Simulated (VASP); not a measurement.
Wanted: the native input for a VASP 6.6.1 run.

- Task: single point
- Functional: r2SCAN
- Potentials or basis: VASP PAW PBE potentials, release 64 (As, In_d, Sb)
- Cutoff: 520 eV
- k mesh: 6 × 6 × 2
- Occupations: fermi-dirac, width 0.02 eV
- Spin: no spin polarisation
- Dipole correction: no
- Further INCAR settings: ALGO = Normal; EDIFF = 1e-07; NBANDS = 46

In4SbAs3:

```
CELL_PARAMETERS angstrom
4.40477 0.00000 0.00000
0.00000 4.40477 0.00000
0.00000 0.00000 12.42812
ATOMIC_POSITIONS crystal
As 0.00000 0.00000 0.24085
As 0.50000 0.50000 0.00000
As 0.00000 0.00000 0.75915
In 0.00000 0.50000 0.12023
In 0.50000 0.00000 0.87977
In 0.00000 0.50000 0.63842
In 0.50000 0.00000 0.36158
Sb 0.50000 0.50000 0.50000
```

One way to write it, as run:

POSCAR

```
In4SbAs3
1.0
    4.4047684421      0.0000000000      0.0000000000
    0.0000000000      4.4047684421      0.0000000000
    0.0000000000      0.0000000000     12.4281218439
As In Sb
3 4 1
Direct
    0.0000000000      0.0000000000      0.2408462072
    0.5000000000      0.5000000000      0.0000000000
    0.0000000000      0.0000000000      0.7591537928
    0.0000000000      0.5000000000      0.1202285036
    0.5000000000      0.0000000000      0.8797714964
    0.0000000000      0.5000000000      0.6384193806
    0.5000000000      0.0000000000      0.3615806194
    0.5000000000      0.5000000000      0.5000000000
```

INCAR.step1

```
PREC = Accurate
ENCUT = 520
ISMEAR = -1
SIGMA = 0.02
LREAL = False
LASPH = True
NELM = 100
NBANDS = 46
GGA = PE
ALGO = Normal
EDIFF = 1E-4
LWAVE = True
LCHARG = False
```

INCAR.step2

```
PREC = Accurate
ENCUT = 520
EDIFF = 1E-7
ISMEAR = -1
SIGMA = 0.02
LREAL = False
LASPH = True
NELM = 100
ALGO = Normal
ISIF = 2
LWAVE = False
LCHARG = False
METAGGA = R2SCAN
LMIXTAU = True
NBANDS = 46
ISTART = 1
```

KPOINTS

```
regular mesh
0
Gamma
  6 6 2
```

Potentials or basis: VASP PAW PBE potentials, release 64 (As, In_d, Sb).

Run with:

```bash
$ cat potpaw_PBE.64/As/POTCAR potpaw_PBE.64/In_d/POTCAR potpaw_PBE.64/Sb/POTCAR > POTCAR
$ cp INCAR.step1 INCAR
$ mpirun -np 1 vasp_std > vasp.out
$ cp INCAR.step2 INCAR
$ mpirun -np 1 vasp_std > vasp.out
```

It gave:

```
Pressure               : 0.0 GPa
Largest force          : 0.004 eV/Å
Band gap on the k mesh : zero (filled and empty bands touch)
```

Caveat: semilocal functionals underestimate gaps, and a narrow one can read as zero; the PAW data sets were made with another functional, which shifts forces and pressure a little; spin-orbit coupling is left out, which moves the levels of the heavy elements.

Run time: 24 min on 1 thread of Intel(R) Xeon(R) Platinum 8488C (Sapphire Rapids), with other jobs on the host, peak memory 0.48 GiB.
